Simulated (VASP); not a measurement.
# Si in VASP: notebook

Si is run at these levels: LDA; tasks: single point.

Everything below comes from runs of VASP 6.6.1. Logs are shortened: lines on timing, memory, paths and dates and some standing lists are left out, and cuts for length are marked.

### 1 The cell of the first run

The cell holds a slab with vacuum, 5 atoms: a = 3.820 Å, b = 3.820 Å, c = 19.377 Å, α = 90.00°, β = 90.00°, γ = 120.00°.

### 2 Single point, LDA, collinear spin

Input file INCAR:

```
SYSTEM = Si
  PREC = Accurate
  ENCUT = 520
  EDIFF = 1E-6
  ISMEAR = 0
  SIGMA = 0.05
  LREAL = .FALSE.
  LASPH = .TRUE.
  NELM = 150
  ALGO = Normal
  ISIF = 2
  LWAVE = .FALSE.
  LCHARG = .FALSE.
  ISPIN = 2
  MAGMOM = 0 0 0 0 2
  LORBIT = 11
  LDIPOL = .TRUE.
  IDIPOL = 3
  DIPOL = 0.5 0.5 0.346
  NBANDS = 22
```

Input file KPOINTS:

```
Automatic mesh
0
G
  9 9 1
  0 0 0
```

Input file POSCAR:

```
Si
1.0
    3.8195065206      0.0000000000      0.0000000000
   -1.9097532603      3.3077896768      0.0000000000
    0.0000000000      0.0000000000     19.3772904594
Si
5
Direct
    0.3333333333      0.6666666667      0.2064272096
    0.0000000000      0.0000000000      0.2466626339
    0.0000000000      0.0000000000      0.3734220759
    0.6666666667      0.3333333333      0.4065217723
    1.0000000000      1.0000000000      0.4978688744
```

Potentials or basis: VASP PAW LDA potentials, release 64 (Si).

Command:

```sh
$ cat potpaw_LDA.64/Si/POTCAR > POTCAR
$ mpirun -np 1 vasp_std > vasp.out
```

OUTCAR:

```text
SYSTEM = Si
   PREC = Accurate
   ENCUT = 520
   EDIFF = 1E-6
   ISMEAR = 0
   LREAL = .FALSE.
   LASPH = .TRUE.
   NELM = 150
   ISIF = 2
   ISPIN = 2
   LORBIT = 11

 ion  position               nearest neighbor table
   1  0.333  0.667  0.206-   2 2.34   2 2.34   2 2.34
   2  0.000  0.000  0.247-   1 2.34   1 2.34   1 2.34   3 2.46
   3  0.000  0.000  0.373-   4 2.30   4 2.30   4 2.30   5 2.41   2 2.46
   4  0.667  0.333  0.407-   3 2.30   3 2.30   3 2.30   5 2.83   5 2.83   5 2.83
   5  0.000  0.000  0.498-   3 2.41   4 2.83   4 2.83   4 2.83

  LATTYP: Found a hexagonal cell.
 ALAT       =     3.8195065206
 C/A-ratio  =     5.0732445029

  Lattice vectors:

 A1 = (   3.8195065206,   0.0000000000,   0.0000000000)
 A2 = (  -1.9097532603,   3.3077896768,   0.0000000000)
 A3 = (   0.0000000000,   0.0000000000,  19.3772904594)

Analysis of symmetry for initial positions (statically):
=====================================================================
 Subroutine PRICEL returns:
 Original cell was already a primitive cell.

 Routine SETGRP: Setting up the symmetry group for a
 hexagonal supercell.

 Subroutine GETGRP returns: Found  6 space group operations
 (whereof  6 operations were pure point group operations)
 out of a pool of 24 trial point group operations.

The static configuration has the point symmetry C_3v.

Analysis of symmetry for dynamics (positions and initial velocities):
=====================================================================
 Subroutine PRICEL returns:
 Original cell was already a primitive cell.

 Routine SETGRP: Setting up the symmetry group for a
 hexagonal supercell.

 Subroutine GETGRP returns: Found  6 space group operations
 (whereof  6 operations were pure point group operations)
 out of a pool of 24 trial point group operations.

The dynamic configuration has the point symmetry C_3v.

Analysis of structural, dynamic, and magnetic symmetry:
=====================================================================
 Subroutine PRICEL returns:
 Original cell was already a primitive cell.

 Routine SETGRP: Setting up the symmetry group for a
 hexagonal supercell.

 Subroutine GETGRP returns: Found  6 space group operations
 (whereof  6 operations were pure point group operations)
 out of a pool of 24 trial point group operations.

The overall configuration has the point symmetry C_3v.

 Subroutine INISYM returns: Found  6 space group operations
 (whereof  6 operations are pure point group operations),
 and found     1 'primitive' translations

----------------------------------------------------------------------------------------

                                     Primitive cell

  volume of cell :     244.8151

  direct lattice vectors                    reciprocal lattice vectors
     3.819506521  0.000000000  0.000000000     0.261813927  0.151158341  0.000000000
    -1.909753260  3.307789677  0.000000000     0.000000000  0.302316682  0.000000000
     0.000000000  0.000000000 19.377290459     0.000000000  0.000000000  0.051606802

  length of vectors
     3.819506521  3.819506521 19.377290459     0.302316682  0.302316682  0.051606802

  position of ions in fractional coordinates (direct lattice)
     0.333333333  0.666666667  0.206427210
     0.000000000  0.000000000  0.246662634
     0.000000000  0.000000000  0.373422076
     0.666666667  0.333333333  0.406521772
     0.000000000  0.000000000  0.497868874

  ion indices of the primitive-cell ions
   primitive index   ion index
                 1           1
                 2           2
                 3           3
                 4           4
                 5           5

----------------------------------------------------------------------------------------

 KPOINTS: Automatic mesh

Automatic generation of k-mesh.
 Grid dimensions read from file:
 generate k-points for:    9    9    1

 Generating k-lattice:

  Cartesian coordinates                     Fractional coordinates (reciprocal lattice)
     0.029090436  0.016795371  0.000000000     0.111111111 -0.000000000  0.000000000
     0.000000000  0.033590742  0.000000000     0.000000000  0.111111111  0.000000000
     0.000000000  0.000000000  0.051606802     0.000000000  0.000000000  1.000000000

  Length of vectors
     0.033590742  0.033590742  0.051606802

  Shift w.r.t. Gamma in fractional coordinates (k-lattice)
     0.000000000  0.000000000  0.000000000

 Subroutine IBZKPT returns following result:
 ===========================================

 Found     12 irreducible k-points:

 Following reciprocal coordinates:
            Coordinates               Weight
  0.000000  0.000000  0.000000      1.000000
  0.111111  0.000000  0.000000      6.000000
  0.222222 -0.000000  0.000000      6.000000
  0.333333  0.000000  0.000000      6.000000
  0.444444 -0.000000  0.000000      6.000000
  0.111111  0.111111  0.000000      6.000000
  0.222222  0.111111  0.000000     12.000000
  0.333333  0.111111  0.000000     12.000000
  0.444444  0.111111  0.000000      6.000000
  0.222222  0.222222  0.000000      6.000000
  0.333333  0.222222  0.000000     12.000000
  0.333333  0.333333  0.000000      2.000000
   k-points           NKPTS =     12   k-points in BZ     NKDIM =     12   number of bands    NBANDS=     22
   number of dos      NEDOS =    301   number of ions     NIONS =      5
   total plane-waves  NPLWV = 112896
   dimension x,y,z NGX =    28 NGY =   28 NGZ =  144
   dimension x,y,z NGXF=    56 NGYF=   56 NGZF=  288
   ions per type =               5
   NGX,Y,Z   is equivalent  to a cutoff of  12.19, 12.19, 12.35 a.u.
   NGXF,Y,Z  is equivalent  to a cutoff of  24.37, 24.37, 24.71 a.u.
 SYSTEM =  Si
   PREC   = accura    normal or accurate (medium, high low for compatibility)
   ISTART =      0    job   : 0-new  1-cont  2-samecut
   ICHARG =      2    charge: 1-file 2-atom 10-const
   ISPIN  =      2    spin polarized calculation?
   LNONCOLLINEAR =      F non collinear calculations
   LSORBIT =      F    spin-orbit coupling
   LASPH  =      T    aspherical Exc in radial PAW
   ENCUT  =  520.0 eV  38.22 Ry    6.18 a.u.   7.10  7.10 36.03*2*pi/ulx,y,z
   NELM   =    150;   NELMIN=  2; NELMDL= -5     # of ELM steps
   EDIFF  = 0.1E-05   stopping-criterion for ELM
   LREAL  =      F    real-space projection
   EDIFFG = 0.1E-04   stopping-criterion for IOM
   NSW    =      0    number of steps for IOM
   IBRION =     -1    ionic relax: 0-MD 1-quasi-New 2-CG
   NFREE  =      0    steps in history (QN), initial steepest desc. (CG)
   ISIF   =      2    stress and relaxation
   ISYM   =      2    0-nonsym 1-usesym 2-fastsym
   POTIM  = 0.5000    time-step for ionic-motion
   TEBEG  =    0.0;   TEEND  =   0.0 temperature during run
   PSTRESS=    0.0 pullay stress
   NELECT =      20.0000    total number of electrons
   NUPDOWN=      -1.0000    fix difference up-down
   EMIN   =  10.00;   EMAX   =-10.00  energy-range for DOS
   EFERMI =   0.00;   METHOD = LEGACY
   ISMEAR =     0;   SIGMA  =   0.05  broadening in eV -4-tet -1-fermi 0-gaus
   EFERMI_NEDOS =   21; number of points for ismear=-14 and -15
   IALGO  =     38    algorithm
   IMIX   =      4    mixing-type and parameters
     AMIX     =   0.40;   BMIX     =  1.00
     AMIX_MAG =   1.60;   BMIX_MAG =  1.00
  volume/ion in A,a.u.               =      48.96       330.42
  Fermi-wavevector in a.u.,A,eV,Ry     =   0.710350  1.342366  6.865452  0.504596
  Thomas-Fermi vector in A             =   1.797173
   LORBIT       =     11    0 simple, 1 ext, 2 COOP (PROOUT), +10 PAW based schemes
   GGA     = CA    functional components
   LHFCALC =     F    Hartree Fock is set to
   AEXX    =    0.0000 exact exchange contribution
   IVDW    =     0    specifies the selected vdW correction
   LEPSILON=     F    determine dielectric tensor
   LRPA    =     F    only Hartree local field effects (RPA)
 spin polarized calculation
 Gauss-broadening in eV      SIGMA  =   0.05
  energy-cutoff  :      520.00
  volume of cell :      244.82
 maximum number of plane-waves:      6633
   NGX = 15   NGY = 15   NGZ = 73

 dipolmoment           0.000000      0.000000      0.061968 electrons x Angstroem

 number of electron      20.0000001 magnetization       0.0240509

 number of electron      20.0000001 magnetization      -0.0001226

 dipolmoment           0.000000      0.000000     -0.040213 electrons x Angstroem

 Free energy of the ion-electron system (eV)
  ---------------------------------------------------
  ext. energy  EPLUGINS =         0.00000000
  ---------------------------------------------------
  free energy    TOTEN  =       -26.16816979 eV

  energy without entropy =      -26.16816933  energy(sigma->0) =      -26.16816956

 E-fermi :  -0.4240     XC(G=0):  -4.7486

 val. band max:       -0.5751019171   @ k =   0.4444  -0.0000   0.0000
 cond. band min:      -0.2666082347   @ k =   0.1111   0.1111   0.0000
 fundamental gap:      0.3084936824
 Fermi energy:        -0.4240047410

 spin component 1

 k-point     1 :       0.0000    0.0000    0.0000
  band No.  band energies     occupation
      1     -13.1437      1.00000
      2     -11.0535      1.00000
      3      -8.2405      1.00000
      4      -5.0342      1.00000
      5      -2.5975      1.00000
      6      -2.5975      1.00000
[... 14 lines left out ...]
     21       4.8724      0.00000
     22       5.3672      0.00000

 k-point     2 :       0.1111    0.0000    0.0000
  band No.  band energies     occupation
      1     -12.9996      1.00000
      2     -10.9082      1.00000
      3      -8.1124      1.00000
      4      -5.0062      1.00000
      5      -3.7799      1.00000
      6      -2.8646      1.00000
[... 14 lines left out ...]
     21       4.9590      0.00000
     22       5.4034      0.00000
[... 208 lines left out ...]
      6      -5.5687      1.00000
[... 14 lines left out ...]
     21       6.6401      0.00000
     22       6.9309      0.00000

 k-point    12 :       0.3333    0.3333    0.0000
  band No.  band energies     occupation
      1     -10.4084      1.00000
      2      -9.1510      1.00000
      3      -8.1035      1.00000
      4      -7.5927      1.00000
      5      -6.0002      1.00000
      6      -5.8003      1.00000
[... 14 lines left out ...]
     21       6.6976      0.00000
     22       6.9264      0.00000
 Fermi energy:        -0.4240047410

 spin component 2

 k-point     1 :       0.0000    0.0000    0.0000
  band No.  band energies     occupation
      1     -13.1438      1.00000
      2     -11.0535      1.00000
      3      -8.2405      1.00000
      4      -5.0342      1.00000
      5      -2.5975      1.00000
      6      -2.5975      1.00000
[... 14 lines left out ...]
     21       4.8712      0.00000
     22       5.3656      0.00000

 k-point     2 :       0.1111    0.0000    0.0000
  band No.  band energies     occupation
      1     -12.9996      1.00000
      2     -10.9083      1.00000
      3      -8.1124      1.00000
      4      -5.0062      1.00000
      5      -3.7799      1.00000
      6      -2.8646      1.00000
[... 14 lines left out ...]
     21       4.9581      0.00000
     22       5.4018      0.00000
[... 223 lines left out ...]
     21       6.6399      0.00000
     22       6.9307      0.00000

 k-point    12 :       0.3333    0.3333    0.0000
  band No.  band energies     occupation
      1     -10.4084      1.00000
      2      -9.1510      1.00000
      3      -8.1035      1.00000
      4      -7.5927      1.00000
      5      -6.0002      1.00000
      6      -5.8003      1.00000
[... 14 lines left out ...]
     21       6.6976      0.00000
     22       6.8493      0.00000

------------------------ aborting loop because EDIFF is reached ----------------------------------------

 vacuum level on the upper side and lower side of the slab       (xc-potential included)        -0.383         0.267

  FORCE on cell =-STRESS in cart. coord.  units (eV):
  Direction    XX          YY          ZZ          XY          YZ          ZX
  --------------------------------------------------------------------------------------
  -------------------------------------------------------------------------------------
  Total       -2.4094147     -2.4094147      0.1799451      0.0000000      0.0000000      0.0000000
  in kB      -15.7682664    -15.7682664      1.1776396      0.0000000      0.0000000      0.0000000
  external PRESSURE =     -10.1196311 kB  Pullay stress =       0.0000000 kB

 VOLUME and BASIS-vectors are now :
 -----------------------------------------------------------------------------
  energy-cutoff  :      520.00
  volume of cell :      244.82
      direct lattice vectors                 reciprocal lattice vectors
     3.819506521  0.000000000  0.000000000     0.261813927  0.151158341  0.000000000
    -1.909753260  3.307789677  0.000000000     0.000000000  0.302316682  0.000000000
     0.000000000  0.000000000 19.377290459     0.000000000  0.000000000  0.051606802

 POSITION                                       TOTAL-FORCE (eV/Angst)
 -----------------------------------------------------------------------------------
     -0.00000      2.20519      4.00000        -0.000000     -0.000000      0.583179
      0.00000      0.00000      4.77965         0.000000     -0.000000     -0.480774
      0.00000      0.00000      7.23591         0.000000     -0.000000     -1.517318
      1.90975      1.10260      7.87729        -0.000000      0.000000      1.421545
      0.00000      0.00000      9.64735         0.000000      0.000000     -0.006631
 -----------------------------------------------------------------------------------
    total drift:                               -0.000000      0.000000     -0.000005

  FREE ENERGIE OF THE ION-ELECTRON SYSTEM (eV)
  ---------------------------------------------------
  free  energy   TOTEN  =       -26.1681697946 eV

  energy  without entropy=      -26.1681693319  energy(sigma->0) =      -26.16816956

 vacuum level on the upper side and lower side of the slab         4.166         4.753

 total charge

# of ion       s       p       d       tot
------------------------------------------
    1        0.812   0.852   0.000   1.665
    2        0.783   0.893   0.000   1.676
    3        0.783   0.928   0.000   1.711
    4        0.781   0.886   0.000   1.667
    5        0.934   0.605   0.000   1.539
--------------------------------------------------
tot          4.094   4.165   0.000   8.259

 magnetization (x)

# of ion       s       p       d       tot
------------------------------------------
    1       -0.000  -0.000   0.000  -0.000
    2       -0.000   0.000   0.000   0.000
    3        0.000   0.000   0.000   0.000
    4        0.000   0.000   0.000   0.000
    5       -0.000   0.000   0.000   0.000
--------------------------------------------------
tot          0.000   0.000   0.000   0.000
```

Run time: 6.1 min. Hardware: 1 thread of Intel Xeon 8259CL, shared host; peak memory 0.32 GiB.

What came out:

* Free energy: -26.1682 eV
* Largest force: 1.517 eV/Å
* Band gap on the k mesh: zero (filled and empty bands overlap)
* Net moment: 0.00 μB per cell
* Valence electrons inside the program's atomic spheres: Si 1.67, 1.68, 1.71, 1.54 (each value once)

Forces in eV/Å, atoms in the order of the input:
```
Si   0.000  0.000  0.583
Si   0.000  0.000 -0.481
Si   0.000  0.000 -1.517
Si   0.000  0.000  1.422
Si   0.000  0.000 -0.007
```

### 3 Single point, LDA, collinear spin

Input file INCAR:

```
SYSTEM = Si
  ALGO = Normal
  DIPOL = 0.5 0.5 0.340
  EDIFF = 1E-6
  ENCUT = 520
  IDIPOL = 3
  ISIF = 2
  ISMEAR = 0
  ISPIN = 2
  LASPH = .TRUE.
  LCHARG = .FALSE.
  LDIPOL = .TRUE.
  LORBIT = 11
  LREAL = .FALSE.
  LWAVE = .FALSE.
  MAGMOM = 0 0 0 0 2
  NBANDS = 22
  NELM = 150
  PREC = Accurate
  SIGMA = 0.05
```

Input file KPOINTS:

```
k-points
0
G
  9 9 1
  0 0 0
```

Changes to POSCAR since step 2:

```diff
@@ -12,2 +12,2 @@
     0.6666666667      0.3333333333      0.4065217723
-    1.0000000000      1.0000000000      0.4978688744
+    1.3333333333      0.6666666667      0.4647727935
```

Potentials or basis: VASP PAW LDA potentials, release 64 (Si).

Command:

```sh
$ cat potpaw_LDA.64/Si/POTCAR > POTCAR
$ mpirun -np 1 vasp_std > vasp.out
```

Run time: 5.9 min. Hardware: 1 thread of Intel Xeon 8259CL, shared host; peak memory 0.33 GiB.

Results (log left out):

```
Free energy                                           : -26.3615 eV
Largest force                                         : 1.007 eV/Å
Band gap on the k mesh                                : zero (filled and empty bands overlap)
Net moment                                            : 0.00 μB per cell
Valence electrons inside the program's atomic spheres : Si 1.66, 1.67, 1.68, 1.73, 1.60
```

Forces in eV/Å, atoms in the order of the input:
```
Si   0.000  0.000  0.572
Si   0.000  0.000 -0.291
Si   0.000  0.000 -1.007
Si   0.000  0.000  0.735
Si   0.000  0.000 -0.009
```

Levels at points of the mesh, in eV from the Fermi level:
Spin up:
```tsv
k point	band 6	band 7	band 8	band 9	band 10	band 11	band 12	band 13	band 14	band 15
(0.00, 0.00, 0.00)	-1.89	-0.72	-0.72	-0.59	-0.12	-0.12	1.25	2.09	2.28	2.98
```
Spin down:
```csv
k point,band 7,band 8,band 9,band 10,band 11,band 12,band 13,band 14
"(0.00, 0.00, 0.00)",-0.72,-0.72,-0.59,-0.12,-0.12,1.25,2.09,2.28
```
